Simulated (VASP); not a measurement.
Set up this calculation in VASP 6.6.1, as the native input.

| Quantity | Value |
| --- | --- |
| Task | single point |
| Functional | r2SCAN |
| Potentials or basis | VASP PAW PBE potentials, release 64 (Na_pv) |
| Cutoff | 520 eV |
| k mesh | 7 × 7 × 7 |
| Occupations | methfessel-paxton, width 0.05 eV |
| Spin | no spin polarisation |
| Dipole correction | no |
| Further INCAR settings | ALGO = Normal; EDIFF = 1e-06; NBANDS = 10 |

Crystal: Na.

```
Na
1.0
    -1.88829    1.88829    2.63728
     1.88829   -1.88829    2.63728
     1.88829    1.88829   -2.63728
Na
1
Cartesian
  0.0000 0.0000 0.0000
```

One way to write it, as run:

POSCAR

```
Na
1.0
   -1.8882910800      1.8882910800      2.6372766800
    1.8882910800     -1.8882910800      2.6372766800
    1.8882910800      1.8882910800     -2.6372766800
Na
1
Direct
    0.0000000000      0.0000000000      0.0000000000
```

INCAR.step1

```
ALGO = Normal
EDIFF = 1E-4
ENCUT = 520
GGA = PE
ISMEAR = 1
LASPH = True
LCHARG = False
LREAL = False
LWAVE = True
NBANDS = 10
NELM = 100
PREC = Accurate
SIGMA = 0.05
```

INCAR.step2

```
ALGO = Normal
EDIFF = 1E-6
ENCUT = 520
ISIF = 2
ISMEAR = 1
ISTART = 1
LASPH = True
LCHARG = False
LMIXTAU = True
LREAL = False
LWAVE = False
METAGGA = R2SCAN
NBANDS = 10
NELM = 100
PREC = Accurate
SIGMA = 0.05
```

KPOINTS

```
k-points
0
Gamma
  7 7 7
```

Potentials or basis: VASP PAW PBE potentials, release 64 (Na_pv).

Command:

```sh
$ cat potpaw_PBE.64/Na_pv/POTCAR > POTCAR
$ cp INCAR.step1 INCAR
$ mpirun -np 1 vasp_std > vasp.out
$ cp INCAR.step2 INCAR
$ mpirun -np 1 vasp_std > vasp.out
```

Results of the run:

- Pressure: 0.0 GPa
- Band gap on the k mesh: zero (an odd number of electrons rules out a gap without spin polarisation)

Caveat: the PAW data sets were made with another functional, which shifts forces and pressure a little.

Run time: 66 s on 1 thread of Intel Xeon 8259CL, on a shared host, peak memory 0.16 GiB.
